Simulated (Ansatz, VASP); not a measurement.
ZnO: VASP beside Ansatz

```
Zn O
1.0
     3.23002    0.00000    0.00000
     0.00000    5.21430    0.00000
     0.00000    0.00000   24.32427
Zn O
8 8
Cartesian
  0.0000 5.0284 7.8658
  1.6150 2.6193 8.3154
  1.6150 5.2224 10.3762
  0.0000 2.6423 11.1808
  0.0000 5.2495 13.1434
  1.6150 2.6153 13.9481
  1.6150 5.2264 16.0089
  0.0000 2.4213 16.4585
  0.0000 3.2238 7.5005
  1.6150 0.6539 8.4552
  1.6150 3.2618 10.2703
  0.0000 0.6643 11.2554
  0.0000 3.2715 13.0689
  1.6150 0.6546 14.0540
  1.6150 3.2610 15.8691
  0.0000 0.6166 16.8238
```

Alike in both runs: functional PBEsol; k mesh 8 × 5 × 1; occupations gaussian, width 0.05 eV; no spin polarisation.

Ansatz relaxed the structure, and its values are those at the end. VASP's run is a single point on that final structure, the one shown.

```csv
,VASP,Ansatz
version,VASP 6.6.1,Ansatz 0.2.0
potentials or method,"VASP PAW PBE potentials, release 64 (Zn, O), cutoff 520 eV","scalar-relativistic, plane waves, PAW"
valence electrons in the cell,144,144
```

|  | VASP | Ansatz | Ansatz less VASP |
| --- | --- | --- | --- |
| gap on the k mesh at the Fermi level (eV) | 0.86 | 0.87 | +0.012 |
| least direct gap on the mesh (eV) | 0.86 | 0.87 | +0.012 |
| rms of the force components (eV/Å) | 0.027 | 0.005 | -0.0222 |

VASP's potentials were made for PBE, not for PBEsol. With one functional, cell and mesh, what is left measures potentials, basis and numerics. Ansatz's warnings: xc potential rough in thin density.
